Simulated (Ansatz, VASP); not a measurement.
AlNi: VASP beside Ansatz

Contents of INCAR:

```
ALGO = Fast
EDIFF = 1E-7
ENCUT = 520
GGA = PS
ISIF = 2
ISMEAR = 0
LASPH = T
LCHARG = T
LELF = T
LREAL = F
LVHAR = T
LWAVE = F
NBANDS = 14
NELM = 60
PREC = Accurate
SIGMA = 0.15
```

KPOINTS

```
k-points
0
Gamma
  24 24 24
```

POSCAR

```
AlNi
1.0
    1.9581197554     -1.9581407780      0.0000000000
    1.9581197554      1.9581407780      0.0000000000
    0.0000000000      0.0000000000      3.0576484473
Al Ni
1 1
Direct
    0.0000000000      0.0000000000      0.0000000000
    0.5000000000      0.5000000000      0.5000000000
```

Input for Ansatz:

```yaml
crystal:
  lattice:
    - [1.9581197554, -1.958140778, 0.0]
    - [1.9581197554, 1.958140778, 0.0]
    - [0.0, 0.0, 3.0576484473]
  atoms:
    - { symbol: Al, position: [0.0, 0.0, 0.0] }
    - { symbol: Ni, position: [0.5, 0.5, 0.5] }
basis:
  ecutwfc: 420
kpoints:
  mp_grid: { grid: [24, 24, 24] }
hamiltonian:
  xc: pbesol
scf:
  occupations: { method: gaussian, width: 0.15 }
output:
  forces: true
  stress: true
  eigenvalues: true
```

Alike in both runs: task single point; functional PBEsol; k mesh 24 × 24 × 24; occupations gaussian, width 0.15 eV; no spin polarisation.

```csv
,VASP,Ansatz
version,VASP 6.6.1,Ansatz 0.2.0
potentials or method,"VASP PAW PBE potentials, release 64 (Al, Ni), cutoff 520 eV","scalar-relativistic, plane waves, PAW"
valence electrons in the cell,13,21
```

Ansatz gave:

```
gap on the k mesh at the Fermi level (eV)                     : none
pressure (GPa)                                                : 0.4
traceless stress, the component that is largest in VASP (GPa) : -3.77
```

Question: What did VASP give for the same quantities?

Answer: gap on the k mesh at the Fermi level (eV): none; pressure (GPa): 0.5; traceless stress, the component that is largest in VASP (GPa): -3.89.

VASP's potentials were made for PBE, not for PBEsol. A gap of «none» marks a metal or a gap that the smearing closes. VASP's potentials hold 13 valence electrons a cell and Ansatz's 21, so a difference there can come from the potentials and not from the codes. Ansatz's warnings: near symmetry operations not taken.
